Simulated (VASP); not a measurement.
# Ti3W (I4/mmm) in VASP: further runs, part 2 of 2

VASP 6.6.1.

## (3) Single point, PBE

This run uses another cell than the first one, of 16.62 Å³/atom.

INCAR

```
PREC = Accurate
ENCUT = 520
EDIFF = 1E-7
ISMEAR = 0
SIGMA = 0.1
LREAL = F
LASPH = T
NELM = 100
ALGO = Normal
ISIF = 2
LWAVE = F
LCHARG = F
GGA = PE
NBANDS = 33
```

KPOINTS

```
Automatic mesh
0
Gamma
  6 6 6
```

POSCAR

```
Ti3W
1.0
   -1.9051439325      1.9051439325      4.5802204082
    1.9051439325     -1.9051439325      4.5802204082
    1.9051439325      1.9051439325     -4.5802204082
Ti W
3 1
Direct
    0.5000000000      0.5000000000      0.0000000000
    0.2500000000      0.7500000000      0.5000000000
    0.7500000000      0.2500000000      0.5000000000
    0.0000000000      0.0000000000      0.0000000000
```

Potentials or basis: VASP PAW PBE potentials, release 64 (Ti_sv, W_sv).

Run with:

```bash
$ cat potpaw_PBE.64/Ti_sv/POTCAR potpaw_PBE.64/W_sv/POTCAR > POTCAR
$ mpirun -np 1 vasp_std > vasp.out
```

OUTCAR:

```text
PREC = Accurate
   ENCUT = 520
   EDIFF = 1E-7
   ISMEAR = 0
   LREAL = F
   LASPH = T
   NELM = 100
   ISIF = 2
   GGA = PE

 ion  position               nearest neighbor table
   1  0.500  0.500  0.000-   4 2.69   4 2.69   4 2.69   4 2.69
   2  0.250  0.750  0.500-   3 2.69   3 2.69   3 2.69   3 2.69   4 2.98   4 2.98   4 2.98   4 2.98

   3  0.750  0.250  0.500-   2 2.69   2 2.69   2 2.69   2 2.69   4 2.98   4 2.98   4 2.98   4 2.98

   4  0.000  0.000  0.000-   1 2.69   1 2.69   1 2.69   1 2.69   3 2.98   2 2.98   3 2.98   2 2.98
                             3 2.98   3 2.98   2 2.98   2 2.98

  LATTYP: Found a body centered tetragonal cell.
 ALAT       =     3.8102878650
 C/A-ratio  =     2.4041335303

  Lattice vectors:

 A1 = (  -1.9051439325,   1.9051439325,   4.5802204082)
 A2 = (   1.9051439325,  -1.9051439325,   4.5802204082)
 A3 = (   1.9051439325,   1.9051439325,  -4.5802204082)

Analysis of symmetry for initial positions (statically):
=====================================================================
 Subroutine PRICEL returns:
[... 173 lines left out ...]
  energy without entropy =      -35.94496963  energy(sigma->0) =      -35.96119996

 E-fermi :   8.9535     XC(G=0): -12.1281

 val. band max:        8.9181497467   @ k =  -0.1667   0.3333   0.1667
 cond. band min:       8.9655309302   @ k =   0.3333   0.3333   0.1667
 fundamental gap:      0.0473811835
 Fermi energy:         8.9535018453

 k-point     1 :       0.0000    0.0000    0.0000
  band No.  band energies     occupation
      1     -64.3963      2.00000
      2     -47.6354      2.00000
      3     -47.4368      2.00000
      4     -47.4040      2.00000
      5     -28.6529      2.00000
      6     -28.6529      2.00000
[... 853 lines left out ...]
     32      12.0428      0.00000
     33      12.3445      0.00000

 [... further k-points ...]

------------------------ aborting loop because EDIFF is reached ----------------------------------------

  FORCE on cell =-STRESS in cart. coord.  units (eV):
  Direction    XX          YY          ZZ          XY          YZ          ZX
  --------------------------------------------------------------------------------------
  -------------------------------------------------------------------------------------
  Total        0.1086819      0.1086819     -0.1563923      0.0000000     -0.0000000      0.0000000
  in kB        2.6185794      2.6185794     -3.7681128      0.0000000     -0.0000000      0.0000000
  external PRESSURE =       0.4896820 kB  Pullay stress =       0.0000000 kB

 VOLUME and BASIS-vectors are now :
 -----------------------------------------------------------------------------
  energy-cutoff  :      520.00
  volume of cell :       66.50
      direct lattice vectors                 reciprocal lattice vectors
    -1.905143932  1.905143932  4.580220408     0.000000000  0.262447362  0.109165052
     1.905143932 -1.905143932  4.580220408     0.262447362  0.000000000  0.109165052
     1.905143932  1.905143932 -4.580220408     0.262447362  0.262447362  0.000000000

 POSITION                                       TOTAL-FORCE (eV/Angst)
 -----------------------------------------------------------------------------------
      0.00000      0.00000      4.58022         0.000000     -0.000000     -0.000000
      1.90514     -0.00000      2.29011         0.000000     -0.000000      0.000000
     -0.00000      1.90514      2.29011        -0.000000      0.000000      0.000000
      0.00000      0.00000      0.00000         0.000000     -0.000000     -0.000000
 -----------------------------------------------------------------------------------
    total drift:                               -0.000000     -0.000000      0.000000

  FREE ENERGIE OF THE ION-ELECTRON SYSTEM (eV)
  ---------------------------------------------------
  free  energy   TOTEN  =       -35.9774302866 eV

  energy  without entropy=      -35.9449696292  energy(sigma->0) =      -35.96119996
```

Wall time 3.8 min (1 thread of Intel Xeon 8259CL, shared host); peak memory 0.27 GiB.

What came out:

| Item | Value |
| --- | --- |
| Free energy | -35.9774 eV |
| Pressure | 0.0 GPa |
| Band gap on the k mesh | zero (bands 25 and 26 overlap by 0.75 eV) |

Levels at points of the mesh, in eV from the Fermi level:
```tsv
k point	band 22	band 23	band 24	band 25	band 26	band 27	band 28	band 29
(0.00, 0.00, 0.00)	-0.89	-0.89	-0.32	-0.17	-0.17	1.10	1.30	1.55
(0.50, 0.00, 0.00)	-0.90	-0.89	-0.54	-0.11	0.17	0.56	0.97	1.61
(0.50, 0.50, 0.00)	-0.94	-0.85	-0.31	-0.05	0.03	0.92	0.96	1.30
(0.50, 0.50, 0.50)	-2.29	-1.88	-0.90	-0.24	0.27	2.62	2.62	2.76
```

Caveat: spin-orbit coupling is left out, which moves the levels of the heavy elements.

## (4) Relaxation of cell and atoms, PBE

INCAR

```
  ALGO = Normal
  EDIFF = 1E-6
  EDIFFG = -0.04
  ENCUT = 600
  GGA = PE
  IBRION = 2
  ISIF = 3
  ISMEAR = 0
  LASPH = T
  LCHARG = F
  LREAL = F
  LWAVE = F
  NELM = 80
  NSW = 90
  PREC = Accurate
  SIGMA = 0.1
```

KPOINTS

```
k-points
0
Gamma
  6 6 6
```

POSCAR

```
Ti3W
1.0
   -1.8851182017      1.8851182017      4.2109133857
    1.8851182017     -1.8851182017      4.2109133857
    1.8851182017      1.8851182017     -4.2109133857
Ti W
3 1
Direct
    0.5000000000      0.5000000000      0.0000000000
    0.2500000000      0.7500000000      0.5000000000
    0.7500000000      0.2500000000      0.5000000000
    0.0000000000      0.0000000000      0.0000000000
```

Run with:

```bash
$ cat potpaw_PBE.64/Ti_sv/POTCAR potpaw_PBE.64/W_sv/POTCAR > POTCAR
$ mpirun -np 1 vasp_std > vasp.out
```

It took 21 min on 1 thread of Intel Xeon 8259CL, shared host; peak memory 0.28 GiB.

Results (log left out):

```yaml
Free_energy: -35.9749 eV
Relaxed_volume: 16.64 Å³/atom
Relaxed_cell: a = 5.303 Å, b = 5.303 Å, c = 5.303 Å, α = 137.79°, β = 137.79°, γ = 61.22°
Space_group_after_relaxing_to_0.1_Å: I4/mmm (No. 139)
Energy_gained_by_relaxing: 108.3 meV/atom
Ionic_steps: 11
Pressure_after_relaxing: 0.0 GPa
Band_gap_on_the_k_mesh: zero (bands 25 and 26 overlap by 0.80 eV)
```

The path:
```csv
step,energy change (eV),largest force (eV/Å),pressure (GPa),volume (Å³)
1,0.0000,0.0000,19.73,59.86
2,0.1797,0.0000,-16.21,77.26
3,-0.4062,0.0000,-0.71,67.14
4,-0.4066,0.0000,-0.27,66.93
5,-0.4065,0.0000,0.05,66.78
6,-0.4160,0.0000,0.09,66.69
7,-0.4329,0.0000,0.40,66.37
8,-0.4329,0.0000,0.48,66.31
9,-0.4331,0.0000,0.48,66.34
10,-0.4318,0.0000,-1.04,67.02
11,-0.4334,0.0000,0.00,66.55
```

Final structure:
```yaml
crystal:
  lattice:
    - [-1.90925, 1.90925, 4.56399]
    - [1.90925, -1.90925, 4.56399]
    - [1.90925, 1.90925, -4.56399]
  atoms:
    - { symbol: Ti, position: [0.50000, 0.50000, 0.00000] }
    - { symbol: Ti, position: [0.25000, 0.75000, 0.50000] }
    - { symbol: Ti, position: [0.75000, 0.25000, 0.50000] }
    - { symbol: W, position: [0.00000, 0.00000, 0.00000] }
```

Levels at points of the mesh, in eV from the Fermi level:
```tsv
k point	band 21	band 22	band 23	band 24	band 25	band 26	band 27	band 28	band 29	band 30
(0.00, 0.00, 0.00)	-2.04	-0.90	-0.90	-0.30	-0.19	-0.19	1.15	1.34	1.51	1.51
(0.50, 0.00, 0.00)	-1.36	-0.92	-0.90	-0.57	-0.13	0.15	0.55	0.96	1.60	1.70
(0.50, 0.50, 0.00)	-1.66	-0.93	-0.85	-0.30	-0.06	0.05	0.91	0.95	1.26	1.54
(0.50, 0.50, 0.50)	-2.31	-2.31	-1.87	-0.89	-0.21	0.30	2.59	2.59	2.73	2.73
```

Caveat: spin-orbit coupling is left out, which moves the levels of the heavy elements.

## (5) The runs side by side

| task | cell | cutoff (eV) | gap on the mesh (eV) | pressure (GPa) |
| --- | --- | --- | --- | --- |
| single point | a = 4.984 Å, angles 135.6, 135.6, 64.7°, 4 atoms | 520 | none | 19.7 |
| single point | a = 5.314 Å, angles 138.0, 138.0, 60.9°, 4 atoms | 520 | none | 0.0 |
| relaxation of cell and atoms | relaxed from a = 4.984 Å, angles 135.6, 135.6, 64.7°, 4 atoms | 600 | none | 0.0 |

Alike in all rows: level PBE; potentials or basis VASP PAW PBE potentials, release 64 (Ti_sv, W_sv); no spin polarisation; k mesh 6 × 6 × 6; smearing gaussian 0.1 eV.

Caveats: spin-orbit coupling is left out, which moves the levels of the heavy elements; the cell stands under pressure (at least some runs).

Total energies depend on the potentials used, so only differences within one code and one set of settings carry meaning.
